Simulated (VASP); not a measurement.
# Ru (P6_3/mmc) in VASP: a series of runs

Ru is run at these levels: PBE; tasks: single point.

Everything below comes from runs of VASP 6.6.1. Logs are shortened: lines on timing, memory, paths and dates and some standing lists are left out, and cuts for length are marked.

## Step 1: The cell of the first run

The structure is hexagonal, space group P6_3/mmc (No. 194). The conventional cell has a = 2.656 Å, b = 2.656 Å, c = 4.468 Å, α = 90.00°, β = 90.00°, γ = 120.00°. Ru (site symmetry -6m2) has 12 Ru at 2.66 to 2.71 Å within 3.5 Å.

## Step 2: Single point, PBE

The input, INCAR:

```
SYSTEM = Ru
PREC = Accurate ; ENCUT = 520
EDIFF = 1E-6 ; ISMEAR = 0
SIGMA = 0.15 ; LREAL = .False.
LASPH = .True. ; NELM = 60
ALGO = Fast ; ISIF = 2
LWAVE = .False. ; LCHARG = .False.
GGA = PE ; NBANDS = 21
```

The input, KPOINTS:

```
Automatic mesh
0
Gamma
  18 18 10
  0 0 0
```

The input, POSCAR:

```
Ru
1.0
    2.6563000000      0.0000000000      0.0000000000
   -1.3281500000      2.3004232801      0.0000000000
    0.0000000000      0.0000000000      4.4685000000
Ru
2
Direct
    0.3333333333      0.6666666667      0.2500000000
    0.6666666667      0.3333333333      0.7500000000
```

Potentials or basis: VASP PAW PBE potentials, release 64 (Ru_pv).

Command:

```console
> cat potpaw_PBE.64/Ru_pv/POTCAR > POTCAR
> mpirun -np 1 vasp_std > vasp.out
```

OUTCAR:

```text
SYSTEM = Ru
   PREC = Accurate
   ENCUT = 520
   EDIFF = 1E-6
   ISMEAR = 0
   LREAL = .False.
   LASPH = .True.
   NELM = 60
   ISIF = 2
   GGA = PE

 ion  position               nearest neighbor table
   1  0.333  0.667  0.250-   2 2.71   2 2.71   2 2.71   2 2.71   2 2.71   2 2.71
   2  0.667  0.333  0.750-   1 2.71   1 2.71   1 2.71   1 2.71   1 2.71   1 2.71

  LATTYP: Found a hexagonal cell.
 ALAT       =     2.6563000000
 C/A-ratio  =     1.6822271581

  Lattice vectors:

 A1 = (   2.6563000000,   0.0000000000,   0.0000000000)
 A2 = (  -1.3281500000,   2.3004232801,   0.0000000000)
 A3 = (   0.0000000000,   0.0000000000,   4.4685000000)

Analysis of symmetry for initial positions (statically):
=====================================================================
 Subroutine PRICEL returns:
 Original cell was already a primitive cell.

 Routine SETGRP: Setting up the symmetry group for a
 hexagonal supercell.

 Subroutine GETGRP returns: Found 24 space group operations
 (whereof 12 operations were pure point group operations)
 out of a pool of 24 trial point group operations.

The static configuration has the point symmetry D_3d.
 The point group associated with its full space group is D_6h.

Analysis of symmetry for dynamics (positions and initial velocities):
=====================================================================
 Subroutine PRICEL returns:
 Original cell was already a primitive cell.

 Routine SETGRP: Setting up the symmetry group for a
 hexagonal supercell.

 Subroutine GETGRP returns: Found 24 space group operations
 (whereof 12 operations were pure point group operations)
 out of a pool of 24 trial point group operations.

The dynamic configuration has the point symmetry D_3d.
 The point group associated with its full space group is D_6h.

 Subroutine INISYM returns: Found 24 space group operations
 (whereof 12 operations are pure point group operations),
 and found     1 'primitive' translations

----------------------------------------------------------------------------------------

                                     Primitive cell

  volume of cell :      27.3053

  direct lattice vectors                    reciprocal lattice vectors
     2.656300000  0.000000000  0.000000000     0.376463502  0.217351304  0.000000000
    -1.328150000  2.300423280  0.000000000     0.000000000  0.434702608  0.000000000
     0.000000000  0.000000000  4.468500000     0.000000000  0.000000000  0.223788743

  length of vectors
     2.656300000  2.656300000  4.468500000     0.434702608  0.434702608  0.223788743

  position of ions in fractional coordinates (direct lattice)
     0.333333333  0.666666667  0.250000000
     0.666666667  0.333333333  0.750000000

  ion indices of the primitive-cell ions
   primitive index   ion index
                 1           1
                 2           2

----------------------------------------------------------------------------------------

 KPOINTS: Automatic mesh

Automatic generation of k-mesh.
 Grid dimensions read from file:
 generate k-points for:   18   18   10

 Generating k-lattice:

  Cartesian coordinates                     Fractional coordinates (reciprocal lattice)
     0.020914639  0.012075072  0.000000000     0.055555556  0.000000000  0.000000000
     0.000000000  0.024150145  0.000000000     0.000000000  0.055555556  0.000000000
     0.000000000  0.000000000  0.022378874     0.000000000  0.000000000  0.100000000

  Length of vectors
     0.024150145  0.024150145  0.022378874

  Shift w.r.t. Gamma in fractional coordinates (k-lattice)
     0.000000000  0.000000000  0.000000000

 Subroutine IBZKPT returns following result:
 ===========================================

 Found    222 irreducible k-points:

 Following reciprocal coordinates:
            Coordinates               Weight
  0.000000  0.000000  0.000000      1.000000
  0.055556  0.000000  0.000000      6.000000
  0.111111  0.000000  0.000000      6.000000
  0.166667  0.000000  0.000000      6.000000
  0.222222  0.000000  0.000000      6.000000
  0.277778  0.000000  0.000000      6.000000
[... 16 lines left out ...]
  0.333333  0.111111  0.000000     12.000000
  0.388889  0.111111  0.000000     12.000000
 [... further k-points ...]
   k-points           NKPTS =    222   k-points in BZ     NKDIM =    222   number of bands    NBANDS=     21
   number of dos      NEDOS =    301   number of ions     NIONS =      2
   total plane-waves  NPLWV =  14400
   dimension x,y,z NGX =    20 NGY =   20 NGZ =   36
   dimension x,y,z NGXF=    40 NGYF=   40 NGZF=   72
   ions per type =               2
   NGX,Y,Z   is equivalent  to a cutoff of  12.52, 12.52, 13.39 a.u.
   NGXF,Y,Z  is equivalent  to a cutoff of  25.03, 25.03, 26.79 a.u.
 SYSTEM =  Ru
   PREC   = accura    normal or accurate (medium, high low for compatibility)
   ISTART =      0    job   : 0-new  1-cont  2-samecut
   ICHARG =      2    charge: 1-file 2-atom 10-const
   ISPIN  =      1    spin polarized calculation?
   LNONCOLLINEAR =      F non collinear calculations
   LSORBIT =      F    spin-orbit coupling
   LASPH  =      T    aspherical Exc in radial PAW
   ENCUT  =  520.0 eV  38.22 Ry    6.18 a.u.   4.94  4.94  8.31*2*pi/ulx,y,z
   NELM   =     60;   NELMIN=  2; NELMDL= -5     # of ELM steps
   EDIFF  = 0.1E-05   stopping-criterion for ELM
   LREAL  =      F    real-space projection
   EDIFFG = 0.1E-04   stopping-criterion for IOM
   NSW    =      0    number of steps for IOM
   IBRION =     -1    ionic relax: 0-MD 1-quasi-New 2-CG
   NFREE  =      0    steps in history (QN), initial steepest desc. (CG)
   ISIF   =      2    stress and relaxation
   ISYM   =      2    0-nonsym 1-usesym 2-fastsym
   POTIM  = 0.5000    time-step for ionic-motion
   TEBEG  =    0.0;   TEEND  =   0.0 temperature during run
   PSTRESS=    0.0 pullay stress
   NELECT =      28.0000    total number of electrons
   NUPDOWN=      -1.0000    fix difference up-down
   EMIN   =  10.00;   EMAX   =-10.00  energy-range for DOS
   EFERMI =   0.00;   METHOD = LEGACY
   ISMEAR =     0;   SIGMA  =   0.15  broadening in eV -4-tet -1-fermi 0-gaus
   EFERMI_NEDOS =   21; number of points for ismear=-14 and -15
   IALGO  =     68    algorithm
   IMIX   =      4    mixing-type and parameters
     AMIX     =   0.40;   BMIX     =  1.00
     AMIX_MAG =   1.60;   BMIX_MAG =  1.00
  volume/ion in A,a.u.               =      13.65        92.13
  Fermi-wavevector in a.u.,A,eV,Ry     =   1.650867  3.119685 37.080778  2.725360
  Thomas-Fermi vector in A             =   2.739743
   LORBIT       =      0    0 simple, 1 ext, 2 COOP (PROOUT), +10 PAW based schemes
   GGA     = PE    functional components
   LHFCALC =     F    Hartree Fock is set to
   AEXX    =    0.0000 exact exchange contribution
   IVDW    =     0    specifies the selected vdW correction
   LEPSILON=     F    determine dielectric tensor
   LRPA    =     F    only Hartree local field effects (RPA)
 non-spin polarized calculation
 RMM-DIIS sequential band-by-band and
 Gauss-broadening in eV      SIGMA  =   0.15
  energy-cutoff  :      520.00
  volume of cell :       27.31
 maximum number of plane-waves:       762
 NGX is ok and might be reduce to    20
   NGX =  9   NGY =  9   NGZ = 17

 number of electron      27.9999991 magnetization

 Free energy of the ion-electron system (eV)
  ---------------------------------------------------
  ext. energy  EPLUGINS =         0.00000000
  ---------------------------------------------------
  free energy    TOTEN  =       -18.37254411 eV

  energy without entropy =      -18.35673412  energy(sigma->0) =      -18.36463911

 E-fermi :  12.7461     XC(G=0): -14.0845

 val. band max:       12.7233100615   @ k =   0.1667   0.1111   0.0000
 cond. band min:      12.7479386205   @ k =   0.4444   0.0000   0.2000
 fundamental gap:      0.0246285589
 Fermi energy:        12.7461326189

 k-point     1 :       0.0000    0.0000    0.0000
  band No.  band energies     occupation
      1     -30.7967      2.00000
      2     -29.8841      2.00000
      3     -29.8841      2.00000
      4     -29.8229      2.00000
      5     -29.7647      2.00000
      6     -29.7647      2.00000
[... 13 lines left out ...]
     20      23.1816      0.00000
     21      23.1842      0.00000

 k-point     2 :       0.0556    0.0000    0.0000
  band No.  band energies     occupation
      1     -30.7865      2.00000
      2     -29.9113      2.00000
      3     -29.8923      2.00000
      4     -29.8258      2.00000
      5     -29.7926      2.00000
      6     -29.7693      2.00000
[... 13 lines left out ...]
     20      23.1816      0.00000
     21      23.1842      0.00000

 k-point     3 :       0.1111    0.0000    0.0000
  band No.  band energies     occupation
      1     -30.7565      2.00000
      2     -29.9894      2.00000
      3     -29.9154      2.00000
      4     -29.8722      2.00000
      5     -29.8348      2.00000
      6     -29.7826      2.00000
[... 13 lines left out ...]
     20      23.1815      0.00000
     21      23.1840      0.00000

 k-point     4 :       0.1667    0.0000    0.0000
  band No.  band energies     occupation
      1     -30.7088      2.00000
      2     -30.1088      2.00000
      3     -29.9920      2.00000
      4     -29.9501      2.00000
      5     -29.8504      2.00000
      6     -29.8037      2.00000
[... 13 lines left out ...]
     20      23.1815      0.00000
     21      23.1837      0.00000

 k-point     5 :       0.2222    0.0000    0.0000
  band No.  band energies     occupation
      1     -30.6467      2.00000
      2     -30.2548      2.00000
      3     -30.1356      2.00000
      4     -29.9917      2.00000
      5     -29.8731      2.00000
      6     -29.8303      2.00000
[... 13 lines left out ...]
     20      23.1815      0.00000
     21      23.1834      0.00000
[... 382 lines left out ...]
     20      23.1814      0.00000
     21      23.1831      0.00000

 k-point    22 :       0.2778    0.1111    0.0000
  band No.  band energies     occupation
      1     -30.5403      2.00000
      2     -30.4762      2.00000
      3     -30.4364      2.00000
      4     -30.1112      2.00000
      5     -29.9509      2.00000
      6     -29.9458      2.00000
[... 13 lines left out ...]
     20      23.1809      0.00000
     21      24.6353      0.00000

 k-point    23 :       0.3333    0.1111    0.0000
  band No.  band energies     occupation
      1     -30.6471      2.00000
      2     -30.5213      2.00000
      3     -30.4042      2.00000
      4     -30.1566      2.00000
      5     -29.9922      2.00000
      6     -29.9739      2.00000
[... 13 lines left out ...]
     20      23.4986      0.00000
     21      26.1058      0.00000

 k-point    24 :       0.3889    0.1111    0.0000
  band No.  band energies     occupation
      1     -30.7163      2.00000
      2     -30.5764      2.00000
      3     -30.3466      2.00000
      4     -30.1859      2.00000
      5     -30.0299      2.00000
      6     -29.9922      2.00000
[... 13 lines left out ...]
     20      24.2096      0.00000
     21      25.3825      0.00000

 [... further k-points ...]
[... 5 lines left out ...]
  --------------------------------------------------------------------------------------
  -------------------------------------------------------------------------------------
  Total        2.2301067      2.2301067     -2.8074652     -0.0000000      0.0000000      0.0000000
  in kB      130.8547794    130.8547794   -164.7321322     -0.0000000      0.0000000      0.0000000
  external PRESSURE =      32.3258088 kB  Pullay stress =       0.0000000 kB

 VOLUME and BASIS-vectors are now :
 -----------------------------------------------------------------------------
  energy-cutoff  :      520.00
  volume of cell :       27.31
      direct lattice vectors                 reciprocal lattice vectors
     2.656300000  0.000000000  0.000000000     0.376463502  0.217351304  0.000000000
    -1.328150000  2.300423280  0.000000000     0.000000000  0.434702608  0.000000000
     0.000000000  0.000000000  4.468500000     0.000000000  0.000000000  0.223788743

 POSITION                                       TOTAL-FORCE (eV/Angst)
 -----------------------------------------------------------------------------------
     -0.00000      1.53362      1.11712        -0.000000     -0.000000      0.000000
      1.32815      0.76681      3.35137         0.000000      0.000000      0.000000
 -----------------------------------------------------------------------------------
    total drift:                               -0.000000      0.000000     -0.000000

  FREE ENERGIE OF THE ION-ELECTRON SYSTEM (eV)
  ---------------------------------------------------
  free  energy   TOTEN  =       -18.3725441074 eV

  energy  without entropy=      -18.3567341174  energy(sigma->0) =      -18.36463911
```

It took 71 s on 1 thread of Intel Xeon Platinum 8488C (Sapphire Rapids), shared host; peak memory 0.21 GiB.

What came out:

* Free energy: -18.3725 eV
* Pressure: 3.2 GPa
* Band gap on the k mesh: zero (bands 14 and 15 overlap by 2.95 eV)

Levels at points of the mesh, in eV from the Fermi level:
```csv
k point,band 12,band 13,band 14,band 15,band 16,band 17
"(0.00, 0.00, 0.00)",-1.99,-1.99,-0.92,-0.92,0.61,1.19
"(0.50, 0.00, 0.00)",-1.80,-1.57,1.64,1.78,2.08,4.16
"(0.00, 0.00, 0.50)",-2.57,-2.57,-2.57,0.53,0.53,0.53
"(0.50, 0.00, 0.50)",-0.83,0.46,0.46,1.95,1.95,3.41
```

Caveat: the cell stands under pressure.

## Step 3: Single point, PBE

This run uses another cell than the first one, of 13.84 Å³/atom.

The input, INCAR:

```
SYSTEM = Ru
  ALGO = Normal
  EDIFF = 1E-6
  ENCUT = 520
  GGA = PE
  ISIF = 2
  ISMEAR = 0
  LASPH = .TRUE.
  LCHARG = .FALSE.
  LREAL = .FALSE.
  LWAVE = .FALSE.
  NBANDS = 21
  NELM = 80
  PREC = Accurate
  SIGMA = 0.15
```

The input, KPOINTS:

```
k-points
0
G
  18 18 10
  0 0 0
```

The input, POSCAR:

```
Ru
1.0
    2.7833000000      0.0000000000      0.0000000000
   -1.3916500000      2.4104085063      0.0000000000
    0.0000000000      0.0000000000      4.1248000000
Ru
2
Direct
    0.3333333333      0.6666666667      0.2500000000
    0.6666666667      0.3333333333      0.7500000000
```

Potentials or basis: VASP PAW PBE potentials, release 64 (Ru_pv).

Command:

```console
> cat potpaw_PBE.64/Ru_pv/POTCAR > POTCAR
> mpirun -np 1 vasp_std > vasp.out
```

Wall time 60 s (1 thread of Intel Xeon Platinum 8488C (Sapphire Rapids), shared host); peak memory 0.22 GiB.

The run converged. Its results:

* Free energy: -18.3798 eV
* Pressure: 0.6 GPa
* Band gap on the k mesh: zero (bands 14 and 15 overlap by 3.05 eV)

Stress tensor (GPa, compression positive):
```
-8.09  0.00  0.00
 0.00 -8.09  0.00
 0.00  0.00 18.05
```

Levels at points of the mesh, in eV from the Fermi level:
| k point | band 11 | band 12 | band 13 | band 14 | band 15 | band 16 | band 17 | band 18 |
| --- | --- | --- | --- | --- | --- | --- | --- | --- |
| (0.00, 0.00, 0.00) | -1.86 | -1.86 | -1.81 | -1.81 | -1.78 | 1.12 | 1.12 | 2.03 |
| (0.50, 0.00, 0.00) | -2.00 | -1.67 | -1.15 | 0.96 | 1.52 | 2.10 | 3.75 | 5.72 |
| (0.00, 0.00, 0.50) | -2.97 | -2.97 | -2.32 | -2.32 | 0.59 | 0.59 | 0.59 | 0.59 |
| (0.50, 0.00, 0.50) | -1.30 | -1.30 | 0.36 | 0.36 | 1.32 | 1.32 | 3.22 | 3.22 |

(Continued in part 2 of 2.)
